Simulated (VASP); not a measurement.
# MgO (P6_3mc) in VASP: notebook, part 2 of 2

VASP 6.6.1. Earlier steps stand in the parts before.

## 4. Single point, r2SCAN (strain +3.0%)

Input file POSCAR:

```
MgO
1.0
    3.3868637449      0.0000000000      0.0000000000
   -1.6934318725      2.9331100423      0.0000000000
    0.0000000000      0.0000000000      5.1853972630
Mg O
2 2
Direct
    0.3333333333      0.6666666667     -0.0086890223
    0.6666666667      0.3333333333      0.4913109777
    0.3333333333      0.6666666667      0.3836890223
    0.6666666667      0.3333333333      0.8836890223
```

Input file INCAR.step1:

```
PREC = Accurate ; ENCUT = 520
ISMEAR = 0 ; SIGMA = 0.01
LREAL = False ; LASPH = True
NELM = 60 ; NBANDS = 16
GGA = PE ; ALGO = Normal
EDIFF = 1E-4 ; LWAVE = True
LCHARG = False
```

Input file INCAR.step2:

```
PREC = Accurate ; ENCUT = 520
EDIFF = 1E-6 ; ISMEAR = 0
SIGMA = 0.01 ; LREAL = False
LASPH = True ; NELM = 60
ALGO = Normal ; ISIF = 2
LWAVE = False ; LCHARG = True
METAGGA = R2SCAN ; LMIXTAU = True
LELF = True ; LVHAR = True
NBANDS = 16 ; ISTART = 1
```

Input file KPOINTS:

```
regular mesh
0
Gamma
  12 12 6
```

Started as:

```
cat potpaw_PBE.64/Mg/POTCAR potpaw_PBE.64/O/POTCAR > POTCAR
cp INCAR.step1 INCAR
mpirun -np 1 vasp_std > vasp.out
cp INCAR.step2 INCAR
mpirun -np 1 vasp_std > vasp.out
```

It took 86 s on 1 thread of Intel Xeon 6975P-C (Granite Rapids), shared host; peak memory 0.21 GiB.

Results (log left out):

```yaml
Free_energy: -31.7061 eV
Pressure: -10.0 GPa
Band_gap_on_the_k_mesh: 3.73 eV, direct
```

Stress tensor (GPa, compression positive):
```
-10.65   0.00   0.00
  0.00 -10.65   0.00
  0.00   0.00  -8.59
```

Levels at points of the mesh, in eV from the valence-band top:
```csv
k point,band 6,band 7,band 8,band 9,band 10,band 11
"(0.00, 0.00, 0.00)",-0.32,-0.32,0.00,3.73,8.76,10.46
"(0.50, 0.00, 0.00)",-1.13,-0.72,-0.43,8.19,8.41,9.50
"(0.00, 0.00, 0.50)",-0.47,-0.47,-0.47,6.15,6.15,13.41
"(0.50, 0.00, 0.50)",-0.80,-0.63,-0.63,7.77,7.77,11.08
```

Caveat: the cell differs from its parent crystal (strain +3.0%); the PAW data sets were made with another functional, which shifts forces and pressure a little. A k mesh can miss the band edges.

## 5. Single point, r2SCAN (strain +4.0%)

Input file POSCAR:

```
MgO
1.0
    3.4197459172      0.0000000000      0.0000000000
   -1.7098729586      2.9615868388      0.0000000000
    0.0000000000      0.0000000000      5.2357409258
Mg O
2 2
Direct
    0.3333333333      0.6666666667     -0.0082106974
    0.6666666667      0.3333333333      0.4917893026
    0.3333333333      0.6666666667      0.3832106974
    0.6666666667      0.3333333333      0.8832106974
```

Input file INCAR.step1:

```
ALGO = Normal ; EDIFF = 1E-4
ENCUT = 520 ; GGA = PE
ISMEAR = 0 ; LASPH = T
LCHARG = F ; LREAL = F
LWAVE = T ; NBANDS = 16
NELM = 60 ; PREC = Accurate
SIGMA = 0.01
```

Input file INCAR.step2:

```
ALGO = Normal ; EDIFF = 1E-7
ENCUT = 520 ; ISIF = 2
ISMEAR = 0 ; ISTART = 1
LASPH = T ; LCHARG = T
LELF = T ; LMIXTAU = T
LREAL = F ; LVHAR = T
LWAVE = F ; METAGGA = R2SCAN
NBANDS = 16 ; NELM = 60
PREC = Accurate ; SIGMA = 0.01
```

Input file KPOINTS:

```
k-points
0
Gamma
  12 12 6
```

Started as:

```
cat potpaw_PBE.64/Mg/POTCAR potpaw_PBE.64/O/POTCAR > POTCAR
cp INCAR.step1 INCAR
mpirun -np 1 vasp_std > vasp.out
cp INCAR.step2 INCAR
mpirun -np 1 vasp_std > vasp.out
```

Wall time 1.8 min (1 thread of Intel Xeon 6975P-C (Granite Rapids), shared host); peak memory 0.22 GiB.

Results (log left out):

* Free energy: -31.6017 eV
* Pressure: -12.3 GPa
* Band gap on the k mesh: 3.58 eV, direct

Stress tensor (GPa, compression positive):
```
-13.17   0.00   0.00
  0.00 -13.17   0.00
  0.00   0.00 -10.66
```

Levels at points of the mesh, in eV from the valence-band top:
```
           k point  band 6  band 7  band 8  band 9  band 10  band 11
(0.00, 0.00, 0.00)   -0.30   -0.30    0.00    3.58     8.54    10.23
(0.50, 0.00, 0.00)   -1.09   -0.70   -0.41    8.06     8.26     9.31
(0.00, 0.00, 0.50)   -0.45   -0.45   -0.45    5.97     5.97    13.16
(0.50, 0.00, 0.50)   -0.77   -0.61   -0.61    7.64     7.64    10.84
```

Caveat: the cell differs from its parent crystal (strain +4.0%); the PAW data sets were made with another functional, which shifts forces and pressure a little. A k mesh can miss the band edges.

## 6. Single point, PBE (strain -4.0%)

Input file INCAR:

```
PREC = Accurate ; ENCUT = 520
EDIFF = 1E-6 ; ISMEAR = -1
SIGMA = 0.02 ; LREAL = False
LASPH = True ; NELM = 60
ALGO = Normal ; ISIF = 2
LWAVE = False ; LCHARG = False
GGA = PE ; NBANDS = 16
```

Input file KPOINTS:

```
Automatic mesh
0
Gamma
  12 12 6
```

Input file POSCAR:

```
MgO
1.0
    3.1566885389      0.0000000000      0.0000000000
   -1.5783442695      2.7337724665      0.0000000000
    0.0000000000      0.0000000000      4.8329916238
Mg O
2 2
Direct
    0.3333333333      0.6666666667     -0.0110121693
    0.6666666667      0.3333333333      0.4889878307
    0.3333333333      0.6666666667      0.3860121693
    0.6666666667      0.3333333333      0.8860121693
```

Potentials or basis: VASP PAW PBE potentials, release 64 (Mg, O).

Started as:

```
cat potpaw_PBE.64/Mg/POTCAR potpaw_PBE.64/O/POTCAR > POTCAR
mpirun -np 1 vasp_std > vasp.out
```

Wall time 29 s (1 thread of Intel Xeon Platinum 8259CL at 2.50GHz (Skylake/Cascade Lake), shared host); peak memory 0.18 GiB.

Results (log left out):

| Item | Value |
| --- | --- |
| Free energy | -23.0798 eV |
| Pressure | 24.0 GPa |
| Largest force | 0.015 eV/Å |
| Band gap on the k mesh | 4.24 eV, direct |

Forces on the atoms (eV/Å):
```
Mg   0.000  0.000 -0.015
Mg   0.000  0.000 -0.015
O    0.000  0.000  0.015
O    0.000  0.000  0.015
```

Stress tensor (GPa, compression positive):
```
25.63  0.00  0.00
 0.00 25.63  0.00
 0.00  0.00 20.75
```

Levels at points of the mesh, in eV from the valence-band top:
```tsv
k point	band 6	band 7	band 8	band 9	band 10	band 11
(0.00, 0.00, 0.00)	-0.44	-0.44	0.00	4.24	9.51	11.32
(0.50, 0.00, 0.00)	-1.34	-0.89	-0.51	8.40	8.57	10.24
(0.00, 0.00, 0.50)	-0.61	-0.61	-0.61	6.83	6.83	14.28
(0.50, 0.00, 0.50)	-0.95	-0.79	-0.79	7.93	7.93	11.84
```

Caveat: the cell differs from its parent crystal (strain -4.0%).

## 7. Summary

| level | cell | smearing | gap on the mesh (eV) | pressure (GPa) |
| --- | --- | --- | --- | --- |
| r2SCAN | a = 3.321, b = 3.321, c = 5.085 Å, angles 90.0, 90.0, 120.0°, 4 atoms | gaussian 0.01 eV | 4.04 | -4.1 |
| r2SCAN | a = 3.354, b = 3.354, c = 5.135 Å, angles 90.0, 90.0, 120.0°, 4 atoms | gaussian 0.01 eV | 3.88 | -7.2 |
| r2SCAN | a = 3.387, b = 3.387, c = 5.185 Å, angles 90.0, 90.0, 120.0°, 4 atoms | gaussian 0.01 eV | 3.73 | -10.0 |
| r2SCAN | a = 3.420, b = 3.420, c = 5.236 Å, angles 90.0, 90.0, 120.0°, 4 atoms | gaussian 0.01 eV | 3.58 | -12.3 |
| PBE | a = 3.157, b = 3.157, c = 4.833 Å, angles 90.0, 90.0, 120.0°, 4 atoms | fermi-dirac 0.02 eV | 4.24 | 24.0 |

Alike in all rows: task single point; potentials or basis VASP PAW PBE potentials, release 64 (Mg, O); no spin polarisation; k mesh 12 × 12 × 6; cutoff (eV) 520.

Caveats: the PAW data sets were made with another functional, which shifts forces and pressure a little (some runs).

Absolute energies hang on the potentials; compare differences alone.
